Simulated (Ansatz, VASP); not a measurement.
ZnO: VASP beside Ansatz

```
Zn O
1.0
     3.21900    0.00000    0.00000
    -1.60950    2.78774    0.00000
     0.00000    0.00000    5.14890
Zn O
2 2
Direct
  0.33333 0.66667 0.00000
  0.66667 0.33333 0.50000
  0.33333 0.66667 0.38160
  0.66667 0.33333 0.88160
```

Alike in both runs: task single point; functional PBE; k mesh 8 × 8 × 5; occupations fermi-dirac, width 0.03 eV; no spin polarisation.

```csv
,VASP,Ansatz
version,VASP 6.6.1,Ansatz 0.2.0
potentials or method,"VASP PAW PBE potentials, release 64 (Zn, O), cutoff 520 eV","PAW, plane waves, scalar-relativistic"
valence electrons in the cell,36,36
```

```csv
,VASP,Ansatz,Ansatz less VASP
pressure (GPa),10.9,9.6,-1.24
"traceless stress, the component that is largest in VASP (GPa)",0.48,0.50,+0.023
```
